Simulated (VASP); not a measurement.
A run of VASP 6.6.1 is set up as follows.

Contents of INCAR:

```
PREC = Accurate
ENCUT = 750
EDIFF = 1E-6
ISMEAR = 0
SIGMA = 0.02
LREAL = F
LASPH = T
NELM = 120
ALGO = Normal
ISIF = 2
LWAVE = F
LCHARG = F
GGA = PE
NBANDS = 13
GGA_COMPAT = F
```

Contents of KPOINTS:

```
Automatic mesh
0
Gamma
  7 7 7
```

Contents of POSCAR:

```
Li2O
1.0
    0.0000000000      2.3050000000      2.3203666667
    2.3050000000      0.0000000000      2.3203666667
    2.3050000000      2.3050000000      0.0000000000
Li O
2 1
Direct
    0.2500000000      0.2500000000      0.2500000000
    0.7500000000      0.7500000000      0.7500000000
    0.0000000000      0.0000000000      0.0000000000
```

Potentials or basis: VASP PAW PBE potentials, release 64 (Li_sv, O).

The run is started by

```sh
$ cat potpaw_PBE.64/Li_sv/POTCAR potpaw_PBE.64/O/POTCAR > POTCAR
$ mpirun -np 1 vasp_std > vasp.out
```

Question: What does it give for the pressure?

Answer: 0.0 GPa.

Question: Estimate the band gap on the k mesh.

Answer: 5.13 eV, indirect (least direct gap 5.26 eV).

Stress tensor (GPa, compression positive):
```
 0.38  0.00  0.00
 0.00  0.38  0.00
 0.00  0.00 -0.85
```

A k mesh can miss the band edges.
